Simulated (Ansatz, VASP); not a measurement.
**BeS2 in VASP and in Ansatz**

```
Be S
1.0
     4.76049    0.00000    0.00000
     0.00000    4.76049    0.00000
     0.00000    0.00000    4.76049
Be S
2 4
Direct
  0.00000 0.00000 0.00000
  0.50000 0.50000 0.50000
  0.25000 0.25000 0.25000
  0.25000 0.75000 0.75000
  0.75000 0.75000 0.25000
  0.75000 0.25000 0.75000
```

Change from the starting cell: species swapped into the Au2S type (Pn-3m, No. 224).

Alike in both runs: task relaxation of cell and atoms; functional PBE; k mesh 8 × 8 × 8; occupations gaussian, width 0.1 eV; no spin polarisation.

|  | VASP | Ansatz |
| --- | --- | --- |
| version | VASP 6.6.1 | Ansatz 0.2.0 |
| potentials or method | VASP PAW PBE potentials, release 64 (Be, S), cutoff 600 eV | scalar-relativistic, plane waves, PAW |
| valence electrons in the cell | 28 | 28 |

Ansatz gave:

- gap on the k mesh at the Fermi level, each at its own relaxed structure (eV): none
- relaxed volume (Å³/atom): 17.14
- relaxed cell length with the largest relative difference (Å): 4.685

Problem. Estimate VASP's values.

Solution. gap on the k mesh at the Fermi level, each at its own relaxed structure (eV): none; relaxed volume (Å³/atom): 17.16; relaxed cell length with the largest relative difference (Å): 4.687.

A gap of «none» marks a metal or a gap that the smearing closes.
